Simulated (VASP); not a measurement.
# Cr (Cmcm) in VASP: single point with PBE

Aim: the single point of Cr with PBE.

All numbers are computed with VASP 6.6.1; they aren't measurements. Logs are shortened: lines on timing, memory, paths and dates and some standing lists are left out, and cuts for length are marked.

### Step 1. The cell of the first run

It takes space group Cmcm (No. 63, orthorhombic). The conventional cell has a = 2.301 Å, b = 4.867 Å, c = 4.227 Å, α = 90.00°, β = 90.00°, γ = 90.00°. Cr (site symmetry m2m) has 12 Cr at 2.30 to 2.69 Å within 3.0 Å.

### Step 2. Single point, PBE

Input file INCAR:

```
ALGO = Fast
EDIFF = 1E-6
ENCUT = 520
GGA = PE
ISIF = 2
ISMEAR = 0
LASPH = True
LCHARG = False
LREAL = False
LWAVE = False
NBANDS = 19
NELM = 100
PREC = Accurate
SIGMA = 0.1
```

Input file KPOINTS:

```
k-points
0
Gamma
  20 20 10
```

Input file POSCAR:

```
Cr
1.0
    1.1504977264     -2.4333494663      0.0000000000
    1.1504977264      2.4333494663      0.0000000000
    0.0000000000      0.0000000000      4.2271049940
Cr
2
Direct
    0.1396647754      0.8603352246      0.7500000000
    0.8603352246      0.1396647754      0.2500000000
```

Potentials or basis: VASP PAW PBE potentials, release 64 (Cr_pv).

Started as:

```sh
> cat potpaw_PBE.64/Cr_pv/POTCAR > POTCAR
> mpirun -np 1 vasp_std > vasp.out
```

OUTCAR:

```text
EDIFF = 1E-6
   ENCUT = 520
   GGA = PE
   ISIF = 2
   ISMEAR = 0
   LASPH = True
   LREAL = False
   NELM = 100
   PREC = Accurate

 ion  position               nearest neighbor table
   1  0.140  0.860  0.750-   2 2.51   2 2.51   2 2.64   2 2.64   2 2.64   2 2.64
   2  0.860  0.140  0.250-   1 2.51   1 2.51   1 2.64   1 2.64   1 2.64   1 2.64

  LATTYP: Found a base centered orthorhombic cell.
 ALAT       =     2.3009954528
 B/A-ratio  =     2.1150406563
 C/A-ratio  =     1.8370766395

  Lattice vectors:

 A1 = (   1.1504977264,  -2.4333494663,   0.0000000000)
 A2 = (   1.1504977264,   2.4333494663,   0.0000000000)
 A3 = (   0.0000000000,   0.0000000000,   4.2271049940)

Analysis of symmetry for initial positions (statically):
=====================================================================
 Subroutine PRICEL returns:
 Original cell was already a primitive cell.

 Routine SETGRP: Setting up the symmetry group for a
 base centered orthorhombic supercell.

 Subroutine GETGRP returns: Found  8 space group operations
 (whereof  4 operations were pure point group operations)
 out of a pool of  8 trial point group operations.

The static configuration has the point symmetry C_2h.
 The point group associated with its full space group is D_2h.

Analysis of symmetry for dynamics (positions and initial velocities):
=====================================================================
 Subroutine PRICEL returns:
 Original cell was already a primitive cell.

 Routine SETGRP: Setting up the symmetry group for a
 base centered orthorhombic supercell.

 Subroutine GETGRP returns: Found  8 space group operations
 (whereof  4 operations were pure point group operations)
 out of a pool of  8 trial point group operations.

The dynamic configuration has the point symmetry C_2h.
 The point group associated with its full space group is D_2h.

 Subroutine INISYM returns: Found  8 space group operations
 (whereof  4 operations are pure point group operations),
 and found     1 'primitive' translations

----------------------------------------------------------------------------------------

                                     Primitive cell

  volume of cell :      23.6681

  direct lattice vectors                    reciprocal lattice vectors
     1.150497726 -2.433349466  0.000000000     0.434594514 -0.205478090  0.000000000
     1.150497726  2.433349466  0.000000000     0.434594514  0.205478090  0.000000000
     0.000000000  0.000000000  4.227104994     0.000000000  0.000000000  0.236568527

  length of vectors
     2.691623050  2.691623050  4.227104994     0.480721995  0.480721995  0.236568527

  position of ions in fractional coordinates (direct lattice)
     0.139664775  0.860335225  0.750000000
     0.860335225  0.139664775  0.250000000

  ion indices of the primitive-cell ions
   primitive index   ion index
                 1           1
                 2           2

----------------------------------------------------------------------------------------

 KPOINTS: k-points

Automatic generation of k-mesh.
 Grid dimensions read from file:
 generate k-points for:   20   20   10

 Generating k-lattice:

  Cartesian coordinates                     Fractional coordinates (reciprocal lattice)
     0.021729726 -0.010273904  0.000000000     0.050000000  0.000000000  0.000000000
     0.021729726  0.010273904  0.000000000     0.000000000  0.050000000  0.000000000
     0.000000000  0.000000000  0.023656853     0.000000000  0.000000000  0.100000000

  Length of vectors
     0.024036100  0.024036100  0.023656853

  Shift w.r.t. Gamma in fractional coordinates (k-lattice)
     0.000000000  0.000000000  0.000000000

 Subroutine IBZKPT returns following result:
 ===========================================

 Found    666 irreducible k-points:

 Following reciprocal coordinates:
            Coordinates               Weight
  0.000000  0.000000  0.000000      1.000000
  0.050000  0.000000  0.000000      4.000000
  0.100000  0.000000  0.000000      4.000000
  0.150000  0.000000  0.000000      4.000000
  0.200000  0.000000  0.000000      4.000000
  0.250000  0.000000  0.000000      4.000000
[... 16 lines left out ...]
 -0.400000  0.050000  0.000000      4.000000
 -0.350000  0.050000  0.000000      4.000000
 [... further k-points ...]
   k-points           NKPTS =    666   k-points in BZ     NKDIM =    666   number of bands    NBANDS=     19
   number of dos      NEDOS =    301   number of ions     NIONS =      2
   total plane-waves  NPLWV =  12800
   dimension x,y,z NGX =    20 NGY =   20 NGZ =   32
   dimension x,y,z NGXF=    40 NGYF=   40 NGZF=   64
   ions per type =               2
   NGX,Y,Z   is equivalent  to a cutoff of  12.35, 12.35, 12.59 a.u.
   NGXF,Y,Z  is equivalent  to a cutoff of  24.71, 24.71, 25.17 a.u.
 SYSTEM =  unknown system
   PREC   = accura    normal or accurate (medium, high low for compatibility)
   ISTART =      0    job   : 0-new  1-cont  2-samecut
   ICHARG =      2    charge: 1-file 2-atom 10-const
   ISPIN  =      1    spin polarized calculation?
   LNONCOLLINEAR =      F non collinear calculations
   LSORBIT =      F    spin-orbit coupling
   LASPH  =      T    aspherical Exc in radial PAW
   ENCUT  =  520.0 eV  38.22 Ry    6.18 a.u.   5.00  5.00  7.86*2*pi/ulx,y,z
   NELM   =    100;   NELMIN=  2; NELMDL= -5     # of ELM steps
   EDIFF  = 0.1E-05   stopping-criterion for ELM
   LREAL  =      F    real-space projection
[... 7 lines left out ...]
   TEBEG  =    0.0;   TEEND  =   0.0 temperature during run
   PSTRESS=    0.0 pullay stress
   NELECT =      24.0000    total number of electrons
   NUPDOWN=      -1.0000    fix difference up-down
   EMIN   =  10.00;   EMAX   =-10.00  energy-range for DOS
   EFERMI =   0.00;   METHOD = LEGACY
   ISMEAR =     0;   SIGMA  =   0.10  broadening in eV -4-tet -1-fermi 0-gaus
   EFERMI_NEDOS =   21; number of points for ismear=-14 and -15
   IALGO  =     68    algorithm
   IMIX   =      4    mixing-type and parameters
     AMIX     =   0.40;   BMIX     =  1.00
     AMIX_MAG =   1.60;   BMIX_MAG =  1.00
  volume/ion in A,a.u.               =      11.83        79.86
  Fermi-wavevector in a.u.,A,eV,Ry     =   1.644716  3.108062 36.804977  2.705089
  Thomas-Fermi vector in A             =   2.734635
   LORBIT       =      0    0 simple, 1 ext, 2 COOP (PROOUT), +10 PAW based schemes
   GGA     = PE    functional components
   LHFCALC =     F    Hartree Fock is set to
   AEXX    =    0.0000 exact exchange contribution
   IVDW    =     0    specifies the selected vdW correction
   LEPSILON=     F    determine dielectric tensor
   LRPA    =     F    only Hartree local field effects (RPA)
 non-spin polarized calculation
 RMM-DIIS sequential band-by-band and
 Gauss-broadening in eV      SIGMA  =   0.10
  energy-cutoff  :      520.00
  volume of cell :       23.67
 maximum number of plane-waves:       656
   NGX =  9   NGY =  9   NGZ = 15

 number of electron      24.0000008 magnetization

 Free energy of the ion-electron system (eV)
  ---------------------------------------------------
  ext. energy  EPLUGINS =         0.00000000
  ---------------------------------------------------
  free energy    TOTEN  =       -18.40438972 eV

  energy without entropy =      -18.38838367  energy(sigma->0) =      -18.39638669

 E-fermi :  10.5831     XC(G=0): -13.5065

 val. band max:       10.5830308919   @ k =   0.2500   0.1500   0.4000
 cond. band min:      10.5834468456   @ k =   0.4500   0.3000   0.1000
 fundamental gap:      0.0004159538
 Fermi energy:        10.5831129182

 k-point     1 :       0.0000    0.0000    0.0000
  band No.  band energies     occupation
      1     -32.7986      2.00000
      2     -32.2664      2.00000
      3     -32.0979      2.00000
      4     -32.0213      2.00000
      5     -31.8633      2.00000
      6     -31.8315      2.00000
[... 11 lines left out ...]
     18      12.8780      0.00000
     19      19.5029      0.00000

 k-point     2 :       0.0500    0.0000    0.0000
  band No.  band energies     occupation
      1     -32.7907      2.00000
      2     -32.2681      2.00000
      3     -32.1012      2.00000
      4     -32.0213      2.00000
      5     -31.8916      2.00000
      6     -31.8609      2.00000
[... 11 lines left out ...]
     18      13.1452      0.00000
     19      19.5010      0.00000

 k-point     3 :       0.1000    0.0000    0.0000
  band No.  band energies     occupation
      1     -32.7674      2.00000
      2     -32.2734      2.00000
      3     -32.1130      2.00000
      4     -32.0217      2.00000
      5     -31.9718      2.00000
      6     -31.9447      2.00000
[... 11 lines left out ...]
     18      13.9755      0.00000
     19      19.5108      0.00000

 k-point     4 :       0.1500    0.0000    0.0000
  band No.  band energies     occupation
      1     -32.7304      2.00000
      2     -32.2836      2.00000
      3     -32.1547      2.00000
      4     -32.0837      2.00000
      5     -32.0604      2.00000
      6     -32.0229      2.00000
[... 11 lines left out ...]
     18      14.9561      0.00000
     19      19.5381      0.00000

 k-point     5 :       0.2000    0.0000    0.0000
  band No.  band energies     occupation
      1     -32.6824      2.00000
      2     -32.3285      2.00000
      3     -32.2574      2.00000
      4     -32.2369      2.00000
      5     -32.1076      2.00000
      6     -32.0257      2.00000
[... 11 lines left out ...]
     18      16.0051      0.00000
     19      19.5911      0.00000

 k-point     6 :       0.2500    0.0000    0.0000
  band No.  band energies     occupation
      1     -32.6267      2.00000
      2     -32.4880      2.00000
      3     -32.4103      2.00000
      4     -32.2852      2.00000
      5     -32.1275      2.00000
      6     -32.0310      2.00000
[... 11 lines left out ...]
     18      17.0954      0.00000
     19      19.6770      0.00000

 k-point     7 :       0.3000    0.0000    0.0000
  band No.  band energies     occupation
      1     -32.6661      2.00000
      2     -32.5802      2.00000
      3     -32.5679      2.00000
      4     -32.2967      2.00000
      5     -32.1433      2.00000
      6     -32.0394      2.00000
[... 11 lines left out ...]
     18      18.2074      0.00000
     19      19.7765      0.00000

 k-point     8 :       0.3500    0.0000    0.0000
  band No.  band energies     occupation
      1     -32.8271      2.00000
      2     -32.7314      2.00000
      3     -32.5109      2.00000
      4     -32.3052      2.00000
      5     -32.1566      2.00000
      6     -32.0507      2.00000
[... 256 lines left out ...]
 k-point    20 :       0.4500    0.0500    0.0000
  band No.  band energies     occupation
      1     -33.0603      2.00000
      2     -32.9514      2.00000
      3     -32.4150      2.00000
      4     -32.3171      2.00000
      5     -32.1787      2.00000
      6     -32.0787      2.00000
[... 11 lines left out ...]
     18      17.9522      0.00000
     19      21.1336      0.00000

 k-point    21 :       0.5000    0.0500    0.0000
  band No.  band energies     occupation
      1     -33.0380      2.00000
      2     -32.9259      2.00000
      3     -32.4161      2.00000
      4     -32.3255      2.00000
      5     -32.1849      2.00000
      6     -32.0830      2.00000
[... 11 lines left out ...]
     18      17.9169      0.00000
     19      18.1551      0.00000

 k-point    22 :      -0.4500    0.0500    0.0000
  band No.  band energies     occupation
      1     -32.9626      2.00000
      2     -32.8510      2.00000
      3     -32.4413      2.00000
      4     -32.3308      2.00000
      5     -32.1861      2.00000
      6     -32.0786      2.00000
[... 11 lines left out ...]
     18      19.0305      0.00000
     19      20.8219      0.00000

 k-point    23 :      -0.4000    0.0500    0.0000
  band No.  band energies     occupation
      1     -32.8411      2.00000
      2     -32.7330      2.00000
      3     -32.4852      2.00000
      4     -32.3321      2.00000
      5     -32.1817      2.00000
      6     -32.0690      2.00000
[... 11 lines left out ...]
     18      19.7086      0.00000
     19      19.8293      0.00000

 k-point    24 :      -0.3500    0.0500    0.0000
  band No.  band energies     occupation
      1     -32.6853      2.00000
      2     -32.5828      2.00000
      3     -32.5401      2.00000
      4     -32.3287      2.00000
      5     -32.1716      2.00000
      6     -32.0583      2.00000
[... 11 lines left out ...]
     18      18.7482      0.00000
     19      19.8179      0.00000

 [... further k-points ...]
[... 5 lines left out ...]
  --------------------------------------------------------------------------------------
  -------------------------------------------------------------------------------------
  Total       -0.0506620     -0.0334961     -0.0549558      0.0000000      0.0000000      0.0000000
  in kB       -3.4294915     -2.2674726     -3.7201524      0.0000000      0.0000000      0.0000000
  external PRESSURE =      -3.1390388 kB  Pullay stress =       0.0000000 kB

 VOLUME and BASIS-vectors are now :
 -----------------------------------------------------------------------------
  energy-cutoff  :      520.00
  volume of cell :       23.67
      direct lattice vectors                 reciprocal lattice vectors
     1.150497726 -2.433349466  0.000000000     0.434594514 -0.205478090  0.000000000
     1.150497726  2.433349466  0.000000000     0.434594514  0.205478090  0.000000000
     0.000000000  0.000000000  4.227104994     0.000000000  0.000000000  0.236568527

 POSITION                                       TOTAL-FORCE (eV/Angst)
 -----------------------------------------------------------------------------------
      1.15050      1.75364      3.17033         0.000000      0.004038      0.000000
      1.15050     -1.75364      1.05678         0.000000     -0.004038     -0.000000
 -----------------------------------------------------------------------------------
    total drift:                               -0.000000     -0.000000      0.000000

  FREE ENERGIE OF THE ION-ELECTRON SYSTEM (eV)
  ---------------------------------------------------
  free  energy   TOTEN  =       -18.4043897183 eV

  energy  without entropy=      -18.3883836665  energy(sigma->0) =      -18.39638669
```

Run time: 7.7 min. Hardware: 1 thread of Oxide Virtual Turin-like, shared host; peak memory 0.3 GiB.

What came out:

```
Free energy            : -18.4044 eV
Pressure               : -0.3 GPa
Largest force          : 0.004 eV/Å
Band gap on the k mesh : zero (bands 12 and 13 overlap by 0.88 eV)
```

Forces in eV/Å, atoms in the order of the input:
```
Cr   0.000  0.004  0.000
Cr   0.000 -0.004  0.000
```

Stress tensor (GPa, compression positive):
```
-0.34  0.00  0.00
 0.00 -0.23  0.00
 0.00  0.00 -0.37
```

Levels at points of the mesh, in eV from the Fermi level:
| k point | band 9 | band 10 | band 11 | band 12 | band 13 | band 14 | band 15 | band 16 |
| --- | --- | --- | --- | --- | --- | --- | --- | --- |
| (0.00, 0.00, 0.00) | -2.02 | -1.77 | -0.40 | -0.22 | 0.44 | 0.95 | 1.04 | 1.57 |
| (0.50, 0.00, 0.00) | -3.63 | -1.26 | -0.21 | -0.13 | 0.24 | 2.05 | 2.11 | 2.29 |
| (0.50, 0.50, 0.00) | -2.84 | -2.15 | -1.76 | -1.36 | 0.65 | 2.21 | 2.56 | 2.61 |
| (0.00, 0.00, 0.50) | -1.86 | -1.86 | -1.28 | -1.28 | 0.66 | 0.66 | 0.94 | 0.94 |
| (0.50, 0.00, 0.50) | -2.32 | -2.32 | 0.25 | 0.25 | 1.26 | 1.26 | 2.42 | 2.42 |
| (0.50, 0.50, 0.50) | -2.68 | -2.68 | 0.41 | 0.41 | 1.54 | 1.54 | 2.39 | 2.39 |

Caveat: the run has no spin polarisation, though such a crystal can be magnetic.
